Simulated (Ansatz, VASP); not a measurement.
# One calculation of NaI, two programs

INCAR

```
PREC = Accurate ; ENCUT = 520
EDIFF = 1E-6 ; ISMEAR = 0
SIGMA = 0.01 ; LREAL = F
LASPH = T ; NELM = 80
ALGO = Normal ; ISIF = 2
LWAVE = F ; LCHARG = F
GGA = PS ; NBANDS = 14
```

Contents of KPOINTS:

```
regular mesh
0
Gamma
  8 8 8
```

POSCAR

```
NaI
1.0
    0.0000000000      3.2162516661      3.2162516661
    3.2162516661      0.0000000000      3.2162516661
    3.2162516661      3.2162516661      0.0000000000
Na I
1 1
Direct
    0.0000000000      0.0000000000      0.0000000000
    0.5000000000      0.5000000000      0.5000000000
```

Input for Ansatz:

```yaml
crystal:
  lattice:
    - [0.0, 3.2162516661, 3.2162516661]
    - [3.2162516661, 0.0, 3.2162516661]
    - [3.2162516661, 3.2162516661, 0.0]
  atoms:
    - { symbol: Na, position: [0.0, 0.0, 0.0] }
    - { symbol: I, position: [0.5, 0.5, 0.5] }
kpoints:
  mp_grid: { grid: [8, 8, 8] }
scf:
  occupations: { method: fixed }
  convergence: { dr2_threshold: 1.0e-10 }
hamiltonian:
  xc: pbesol
  pseudopotentials: { kind: all_electron, lapw: { basis_error: 0.0005 } }
output:
  forces: true
  stress: true
  eigenstates:
    kpoints:
      - [0.0, 0.0, 0.0]
      - [-0.5, 0.0, -0.5]
      - [0.0, -0.5, -0.5]
      - [-0.5, -0.5, 0.0]
      - [-0.5, 0.0, 0.0]
      - [0.0, -0.5, 0.0]
      - [0.0, 0.0, -0.5]
      - [-0.5, -0.5, -0.5]
  eigenvalues: true
```

Alike in both runs: task single point; functional PBEsol; k mesh 8 × 8 × 8; no spin polarisation.

|  | VASP | Ansatz |
| --- | --- | --- |
| version | VASP 6.6.1 | Ansatz 0.2.0 |
| potentials or method | VASP PAW PBE potentials, release 64 (Na_pv, I), cutoff 520 eV | all-electron LAPW, scalar-relativistic |
| occupations | gaussian, width 0.01 eV | fixed |

```csv
,VASP,Ansatz,Ansatz less VASP
gap on the k mesh at the Fermi level (eV),3.55,3.56,+0.004
pressure (GPa),-0.2,-0.2,-0.03
```

VASP's potentials were made for PBE, not for PBEsol. Ansatz ran all-electron here, and VASP with PAW potentials.

Neither program's run includes spin-orbit coupling.
